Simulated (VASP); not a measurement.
# CdS (Fm-3m) in VASP: a series of runs

The runs below take CdS through single point, with PBEsol.

All numbers are computed with VASP 6.6.1; they aren't measurements. Logs are shortened: lines on timing, memory, paths and dates and some standing lists are left out, and cuts for length are marked.

## 1. The cell of the first run

It takes space group Fm-3m (No. 225, cubic). Conventional cell: a = 5.394 Å, b = 5.394 Å, c = 5.394 Å, α = 90.00°, β = 90.00°, γ = 90.00°. Cd (site symmetry m-3m) has 6 S at 2.70 Å within 3.6 Å. S (site symmetry m-3m) has 6 Cd at 2.70 Å within 3.6 Å.

## 2. Single point, PBEsol

File INCAR:

```
SYSTEM = CdS
ALGO = Normal
EDIFF = 1E-6
ENCUT = 520
GGA = PS
ISIF = 2
ISMEAR = -1
LASPH = .True.
LCHARG = .False.
LREAL = .False.
LWAVE = .False.
NBANDS = 16
NELM = 80
PREC = Accurate
SIGMA = 0.05
```

File KPOINTS:

```
k-points
0
Gamma
  8 8 8
  0 0 0
```

File POSCAR:

```
CdS
1.0
    0.0000000000      2.6970395763      2.6970395763
    2.6970395763      0.0000000000      2.6970395763
    2.6970395763      2.6970395763      0.0000000000
Cd S
1 1
Direct
    0.0000000000      0.0000000000      0.0000000000
    0.5000000000      0.5000000000      0.5000000000
```

Potentials or basis: VASP PAW PBE potentials, release 64 (Cd, S).

On the command line:

```console
> cat potpaw_PBE.64/Cd/POTCAR potpaw_PBE.64/S/POTCAR > POTCAR
> mpirun -np 1 vasp_std > vasp.out
```

OUTCAR:

```text
SYSTEM = CdS
   EDIFF = 1E-6
   ENCUT = 520
   GGA = PS
   ISIF = 2
   ISMEAR = -1
   LASPH = .True.
   LREAL = .False.
   NELM = 80
   PREC = Accurate

 ion  position               nearest neighbor table
   1  0.000  0.000  0.000-   2 2.70   2 2.70   2 2.70   2 2.70   2 2.70   2 2.70
   2  0.500  0.500  0.500-   1 2.70   1 2.70   1 2.70   1 2.70   1 2.70   1 2.70

  LATTYP: Found a face centered cubic cell.
 ALAT       =     5.3940791526

  Lattice vectors:

 A1 = (   0.0000000000,   2.6970395763,   2.6970395763)
 A2 = (   2.6970395763,   0.0000000000,   2.6970395763)
 A3 = (   2.6970395763,   2.6970395763,   0.0000000000)

Analysis of symmetry for initial positions (statically):
=====================================================================
 Subroutine PRICEL returns:
 Original cell was already a primitive cell.

 Routine SETGRP: Setting up the symmetry group for a
 face centered cubic supercell.

 Subroutine GETGRP returns: Found 48 space group operations
[... 9 lines left out ...]

 Routine SETGRP: Setting up the symmetry group for a
 face centered cubic supercell.

 Subroutine GETGRP returns: Found 48 space group operations
[... 11 lines left out ...]
                                     Primitive cell

  volume of cell :      39.2367

  direct lattice vectors                    reciprocal lattice vectors
     0.000000000  2.697039576  2.697039576    -0.185388455  0.185388455  0.185388455
     2.697039576  0.000000000  2.697039576     0.185388455 -0.185388455  0.185388455
     2.697039576  2.697039576  0.000000000     0.185388455  0.185388455 -0.185388455

  length of vectors
     3.814189947  3.814189947  3.814189947     0.321102223  0.321102223  0.321102223

  position of ions in fractional coordinates (direct lattice)
     0.000000000  0.000000000  0.000000000
     0.500000000  0.500000000  0.500000000

  ion indices of the primitive-cell ions
   primitive index   ion index
                 1           1
                 2           2

----------------------------------------------------------------------------------------

 KPOINTS: k-points

Automatic generation of k-mesh.
 Grid dimensions read from file:
 generate k-points for:    8    8    8

 Generating k-lattice:

  Cartesian coordinates                     Fractional coordinates (reciprocal lattice)
    -0.023173557  0.023173557  0.023173557     0.125000000  0.000000000  0.000000000
     0.023173557 -0.023173557  0.023173557     0.000000000  0.125000000  0.000000000
     0.023173557  0.023173557 -0.023173557     0.000000000  0.000000000  0.125000000

  Length of vectors
     0.040137778  0.040137778  0.040137778

  Shift w.r.t. Gamma in fractional coordinates (k-lattice)
     0.000000000  0.000000000  0.000000000

 Subroutine IBZKPT returns following result:
 ===========================================

 Found     29 irreducible k-points:

 Following reciprocal coordinates:
            Coordinates               Weight
  0.000000  0.000000  0.000000      1.000000
  0.125000  0.000000  0.000000      8.000000
  0.250000  0.000000  0.000000      8.000000
  0.375000  0.000000  0.000000      8.000000
  0.500000  0.000000  0.000000      4.000000
  0.125000  0.125000  0.000000      6.000000
[... 16 lines left out ...]
  0.500000  0.250000  0.125000     48.000000
 -0.375000  0.250000  0.125000     24.000000
 [... further k-points ...]
   k-points           NKPTS =     29   k-points in BZ     NKDIM =     29   number of bands    NBANDS=     16
   number of dos      NEDOS =    301   number of ions     NIONS =      2
   total plane-waves  NPLWV =  21952
   dimension x,y,z NGX =    28 NGY =   28 NGZ =   28
   dimension x,y,z NGXF=    56 NGYF=   56 NGZF=   56
   ions per type =               1   1
   NGX,Y,Z   is equivalent  to a cutoff of  12.20, 12.20, 12.20 a.u.
   NGXF,Y,Z  is equivalent  to a cutoff of  24.41, 24.41, 24.41 a.u.
 SYSTEM =  CdS
   PREC   = accura    normal or accurate (medium, high low for compatibility)
   ISTART =      0    job   : 0-new  1-cont  2-samecut
   ICHARG =      2    charge: 1-file 2-atom 10-const
   ISPIN  =      1    spin polarized calculation?
   LNONCOLLINEAR =      F non collinear calculations
   LSORBIT =      F    spin-orbit coupling
   LASPH  =      T    aspherical Exc in radial PAW
   ENCUT  =  520.0 eV  38.22 Ry    6.18 a.u.   7.09  7.09  7.09*2*pi/ulx,y,z
   NELM   =     80;   NELMIN=  2; NELMDL= -5     # of ELM steps
   EDIFF  = 0.1E-05   stopping-criterion for ELM
   LREAL  =      F    real-space projection
   EDIFFG = 0.1E-04   stopping-criterion for IOM
   NSW    =      0    number of steps for IOM
   IBRION =     -1    ionic relax: 0-MD 1-quasi-New 2-CG
   NFREE  =      0    steps in history (QN), initial steepest desc. (CG)
   ISIF   =      2    stress and relaxation
   ISYM   =      2    0-nonsym 1-usesym 2-fastsym
   POTIM  = 0.5000    time-step for ionic-motion
   TEBEG  =    0.0;   TEEND  =   0.0 temperature during run
   PSTRESS=    0.0 pullay stress
   NELECT =      18.0000    total number of electrons
   NUPDOWN=      -1.0000    fix difference up-down
   EMIN   =  10.00;   EMAX   =-10.00  energy-range for DOS
   EFERMI =   0.00;   METHOD = LEGACY
   ISMEAR =    -1;   SIGMA  =   0.05  broadening in eV -4-tet -1-fermi 0-gaus
   EFERMI_NEDOS =   21; number of points for ismear=-14 and -15
   IALGO  =     38    algorithm
   IMIX   =      4    mixing-type and parameters
     AMIX     =   0.40;   BMIX     =  1.00
     AMIX_MAG =   1.60;   BMIX_MAG =  1.00
  volume/ion in A,a.u.               =      19.62       132.39
  Fermi-wavevector in a.u.,A,eV,Ry     =   1.262607  2.385982 21.690103  1.594178
  Thomas-Fermi vector in A             =   2.396007
   LORBIT       =      0    0 simple, 1 ext, 2 COOP (PROOUT), +10 PAW based schemes
   GGA     = PS    functional components
   LHFCALC =     F    Hartree Fock is set to
   AEXX    =    0.0000 exact exchange contribution
   IVDW    =     0    specifies the selected vdW correction
   LEPSILON=     F    determine dielectric tensor
   LRPA    =     F    only Hartree local field effects (RPA)
 non-spin polarized calculation
  energy-cutoff  :      520.00
  volume of cell :       39.24
 maximum number of plane-waves:      1067
   NGX = 15   NGY = 15   NGZ = 15

 number of electron      18.0000008 magnetization

 Free energy of the ion-electron system (eV)
  ---------------------------------------------------
  ext. energy  EPLUGINS =         0.00000000
  ---------------------------------------------------
  free energy    TOTEN  =        -6.64657439 eV

  energy without entropy =       -6.64468810  energy(sigma->0) =       -6.64563124

 E-fermi :   3.3772     XC(G=0): -10.8146

 val. band max:        3.3641197678   @ k =   0.5000   0.5000   0.0000
 cond. band min:       4.1813225689   @ k =   0.3750   0.3750   0.0000
 fundamental gap:      0.8172028011
 Fermi energy:         3.3771745983

 k-point     1 :       0.0000    0.0000    0.0000
  band No.  band energies     occupation
      1      -9.8965      2.00000
      2      -4.4579      2.00000
      3      -4.4579      2.00000
      4      -4.4548      2.00000
      5      -4.4548      2.00000
      6      -4.4548      2.00000
[... 8 lines left out ...]
     15      14.8276      0.00000
     16      14.8276      0.00000

 k-point     2 :       0.1250    0.0000    0.0000
  band No.  band energies     occupation
      1      -9.7496      2.00000
      2      -4.5130      2.00000
      3      -4.5130      2.00000
      4      -4.4742      2.00000
      5      -4.4212      2.00000
      6      -4.4212      2.00000
[... 8 lines left out ...]
     15      13.5488      0.00000
     16      14.3725      0.00000

 k-point     3 :       0.2500    0.0000    0.0000
  band No.  band energies     occupation
      1      -9.3525      2.00000
      2      -4.6418      2.00000
      3      -4.6418      2.00000
      4      -4.5473      2.00000
      5      -4.3375      2.00000
      6      -4.3375      2.00000
[... 8 lines left out ...]
     15      14.0775      0.00000
     16      14.1178      0.00000

 k-point     4 :       0.3750    0.0000    0.0000
  band No.  band energies     occupation
      1      -8.8665      2.00000
      2      -4.7640      2.00000
      3      -4.7640      2.00000
      4      -4.6968      2.00000
      5      -4.2519      2.00000
      6      -4.2519      2.00000
[... 8 lines left out ...]
     15      15.3564      0.00000
     16      15.3564      0.00000

 k-point     5 :       0.5000    0.0000    0.0000
  band No.  band energies     occupation
      1      -8.6233      2.00000
      2      -4.8129      2.00000
      3      -4.8129      2.00000
      4      -4.8053      2.00000
      5      -4.2158      2.00000
      6      -4.2158      2.00000
[... 8 lines left out ...]
     15      16.2759      0.00000
     16      16.2759      0.00000

 k-point     6 :       0.1250    0.1250    0.0000
  band No.  band energies     occupation
      1      -9.7077      2.00000
      2      -4.5747      2.00000
      3      -4.4824      2.00000
      4      -4.4395      2.00000
      5      -4.4225      2.00000
      6      -4.4225      2.00000
[... 8 lines left out ...]
     15      15.7641      0.00000
     16      15.9968      0.00000
[... 267 lines left out ...]
 k-point    21 :       0.5000    0.5000    0.0000
  band No.  band energies     occupation
      1      -8.8914      2.00000
      2      -4.6432      2.00000
      3      -4.3312      2.00000
      4      -4.1393      2.00000
      5      -4.1393      2.00000
      6      -3.3696      2.00000
[... 8 lines left out ...]
     15      17.8579      0.00000
     16      17.9907      0.00000

 k-point    22 :       0.3750    0.2500    0.1250
  band No.  band energies     occupation
      1      -9.1294      2.00000
      2      -4.6945      2.00000
      3      -4.5705      2.00000
      4      -4.5344      2.00000
      5      -4.3196      2.00000
      6      -4.2374      2.00000
[... 8 lines left out ...]
     15      16.4768      0.00000
     16      17.3389      0.00000

 k-point    23 :       0.5000    0.2500    0.1250
  band No.  band energies     occupation
      1      -8.8140      2.00000
      2      -4.6798      2.00000
      3      -4.6395      2.00000
      4      -4.5355      2.00000
      5      -4.2470      2.00000
      6      -4.1440      2.00000
[... 8 lines left out ...]
     15      16.9882      0.00000
     16      17.5203      0.00000

 k-point    24 :      -0.3750    0.2500    0.1250
  band No.  band energies     occupation
      1      -8.6729      2.00000
      2      -4.7308      2.00000
      3      -4.5953      2.00000
      4      -4.5304      2.00000
      5      -4.2037      2.00000
      6      -4.1026      2.00000
[... 8 lines left out ...]
     15      15.7094      0.00000
     16      17.8631      0.00000

 [... further k-points ...]
[... 5 lines left out ...]
  --------------------------------------------------------------------------------------
  -------------------------------------------------------------------------------------
  Total        0.1740469      0.1740469      0.1740469     -0.0000000      0.0000000     -0.0000000
  in kB        7.1069777      7.1069777      7.1069777     -0.0000000      0.0000000     -0.0000000
  external PRESSURE =       7.1069777 kB  Pullay stress =       0.0000000 kB

 VOLUME and BASIS-vectors are now :
 -----------------------------------------------------------------------------
  energy-cutoff  :      520.00
  volume of cell :       39.24
      direct lattice vectors                 reciprocal lattice vectors
     0.000000000  2.697039576  2.697039576    -0.185388455  0.185388455  0.185388455
     2.697039576  0.000000000  2.697039576     0.185388455 -0.185388455  0.185388455
     2.697039576  2.697039576  0.000000000     0.185388455  0.185388455 -0.185388455

 POSITION                                       TOTAL-FORCE (eV/Angst)
 -----------------------------------------------------------------------------------
      0.00000      0.00000      0.00000        -0.000000      0.000000      0.000000
      2.69704      2.69704      2.69704         0.000000     -0.000000     -0.000000
 -----------------------------------------------------------------------------------
    total drift:                                0.000000      0.000000      0.000000

  FREE ENERGIE OF THE ION-ELECTRON SYSTEM (eV)
  ---------------------------------------------------
  free  energy   TOTEN  =        -6.6465743919 eV

  energy  without entropy=       -6.6446880965  energy(sigma->0) =       -6.64563124
```

It took 25 s on 1 thread of Intel Xeon 8259CL, shared host; peak memory 0.16 GiB.

What came out:

```
Free energy : -6.6466 eV
Pressure    : 0.7 GPa
```

Caveat: the PAW data sets were made with another functional, which shifts forces and pressure a little.

## 3. Single point, PBEsol

This run uses another cell than the first one, of 20.04 Å³/atom, 1.021 times its volume.

File INCAR:

```
ALGO     = Normal         # electronic algorithm
EDIFF    = 1E-6           # SCF threshold, eV
ENCUT    = 520            # plane-wave cutoff, eV
GGA      = PS             # functional
ISIF     = 2              # what is computed and relaxed
ISMEAR   = -1             # smearing method
LASPH    = T              # aspherical terms in the spheres
LCHARG   = F              # write CHGCAR
LREAL    = F              # projectors in reciprocal space
LWAVE    = F              # write WAVECAR
NBANDS   = 16             # bands
NELM     = 80             # most SCF steps
PREC     = Accurate       # precision mode
SIGMA    = 0.05           # smearing width, eV
```

File KPOINTS:

```
k-points
0
Gamma
  8 8 8
```

File POSCAR:

```
CdS
1.0
    0.0000000000      2.7160334386      2.7160334386
    2.7160334386      0.0000000000      2.7160334386
    2.7160334386      2.7160334386      0.0000000000
Cd S
1 1
Direct
    0.0000000000      0.0000000000      0.0000000000
    0.5000000000      0.5000000000      0.5000000000
```

Potentials or basis: VASP PAW PBE potentials, release 64 (Cd, S).

On the command line:

```console
> cat potpaw_PBE.64/Cd/POTCAR potpaw_PBE.64/S/POTCAR > POTCAR
> mpirun -np 1 vasp_std > vasp.out
```

Wall time 33 s (1 thread of Intel Xeon 8259CL, shared host); peak memory 0.17 GiB.

Results (log left out):

* Free energy: -6.6458 eV
* Pressure: -1.0 GPa

Levels at points of the mesh, in eV from the Fermi level:
| k point | band 6 | band 7 | band 8 | band 9 | band 10 | band 11 | band 12 | band 13 |
| --- | --- | --- | --- | --- | --- | --- | --- | --- |
| (0.00, 0.00, 0.00) | -7.78 | -0.94 | -0.94 | -0.94 | 0.74 | 9.02 | 9.02 | 9.02 |
| (0.50, 0.00, 0.00) | -7.56 | -5.15 | -0.14 | -0.14 | 3.20 | 5.64 | 5.64 | 6.79 |
| (0.50, 0.50, 0.00) | -6.76 | -4.61 | -2.41 | -2.41 | -0.01 | 5.73 | 9.73 | 11.17 |

Caveat: the PAW data sets were made with another functional, which shifts forces and pressure a little.
